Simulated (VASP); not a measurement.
Set up this calculation in VASP 6.6.1, as the native input.

```yaml
Task: single point
Functional: PBE
Potentials_or_basis: VASP PAW PBE potentials, release 64 (Sn_d, O)
Cutoff: 520 eV
k_mesh: 10 × 10 × 8
Occupations: gaussian, width 0.05 eV
Spin: no spin polarisation
Dipole_correction: no
Further_INCAR_settings: ALGO = Normal; EDIFF = 1e-06; NBANDS = 28
```

The structure of SnO lies in POSCAR:

```
SnO
1.0
    3.8681707514      0.0000000000      0.0000000000
    0.0000000000      3.8681707514      0.0000000000
    0.0000000000      0.0000000000      5.0672768981
Sn O
2 2
Direct
    0.0045700334      0.5045700334      0.2287361932
    0.4954299666     -0.0045700334      0.7712638068
   -0.0004787003      0.0004787003      0.0000000000
    0.5004787003      0.4995212997      0.0000000000
```

This cell differs from its parent crystal: mode 4 (104.6 1/cm) frozen in, largest displacement +0.025 Å.

These files were run (other wordings do the same):

INCAR

```
  PREC = Accurate
  ENCUT = 520
  EDIFF = 1E-6
  ISMEAR = 0
  SIGMA = 0.05
  LREAL = F
  LASPH = T
  NELM = 80
  ALGO = Normal
  ISIF = 2
  LWAVE = F
  LCHARG = T
  GGA = PE
  LELF = T
  LVHAR = T
  NBANDS = 28
```

KPOINTS

```
Automatic mesh
0
Gamma
  10 10 8
```

Potentials or basis: VASP PAW PBE potentials, release 64 (Sn_d, O).

The run is started by

```bash
$ cat potpaw_PBE.64/Sn_d/POTCAR potpaw_PBE.64/O/POTCAR > POTCAR
$ mpirun -np 1 vasp_std > vasp.out
```

Results of the run:

```json
{
 "Pressure": "0.2 GPa",
 "Largest force": "0.148 eV/Å",
 "Band gap on the k mesh": "0.51 eV, indirect (least direct gap 1.91 eV)"
}
```

Caveat: the cell differs from its parent crystal (mode 4 (104.6 1/cm) frozen in, largest displacement +0.025 Å); spin-orbit coupling is left out, which moves the levels of the heavy elements.

It took 2.9 min on 1 thread of Intel(R) Xeon(R) 6975P-C (Granite Rapids), with other jobs on the host, peak memory 0.47 GiB.
